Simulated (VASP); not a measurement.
**TiO2: single point with RPBE**

The system is TiO2.

```xyz
9
Lattice="5.7882 0.0000 0.0000 -2.8941 5.0127 0.0000 0.0000 0.0000 6.3571" Properties=species:S:1:pos:R:3 pbc="T T T"
Ti    2.8885    0.0000    2.1190
Ti   -1.4442    2.5015    4.2381
Ti    1.4498    2.5112    0.0000
O     1.0370    3.9527    1.0507
O     3.9311    1.0600    3.1874
O     0.0105    2.1383    5.2887
O     2.9046    2.8744    5.3064
O    -1.0476    3.9345    3.1697
O     1.8465    1.0782    1.0683
```

* Program: VASP 6.6.1
* Task: single point
* Functional: RPBE
* Potentials or basis: VASP PAW PBE potentials, release 64 (Ti_sv, O)
* Cutoff: 520 eV
* k mesh: 6 × 6 × 5
* Occupations: fermi-dirac, width 0.05 eV
* Spin: no spin polarisation

* Pressure: 0.3 GPa
* Largest force: 0.019 eV/Å
* Band gap on the k mesh: 3.31 eV (least direct gap 3.41 eV)

Forces in eV/Å, atoms in the order of the input:
```
Ti   0.000  0.000  0.000
Ti   0.000  0.000  0.000
Ti   0.000  0.000  0.000
O    0.017  0.009  0.000
O    0.017 -0.009  0.000
O   -0.001 -0.019  0.000
O   -0.001  0.019  0.000
O   -0.016  0.010  0.000
O   -0.016 -0.010  0.000
```

Levels at points of the mesh, in eV from the valence-band top:
```tsv
k point	band 32	band 33	band 34	band 35	band 36	band 37	band 38	band 39	band 40	band 41
(0.00, 0.00, 0.00)	-0.82	-0.82	-0.28	-0.28	-0.16	3.31	3.97	3.97	4.49	4.52
(0.50, 0.00, 0.00)	-0.90	-0.82	-0.80	-0.19	-0.02	3.63	3.67	3.99	4.60	5.09
```

Wall time 5 min on 1 thread of AMD EPYC 7R13 Processor (Zen 3) (shared host), peak memory 0.39 GiB.

Caveat: the PAW data sets were made with another functional, which shifts forces and pressure a little. A k mesh can miss the band edges.
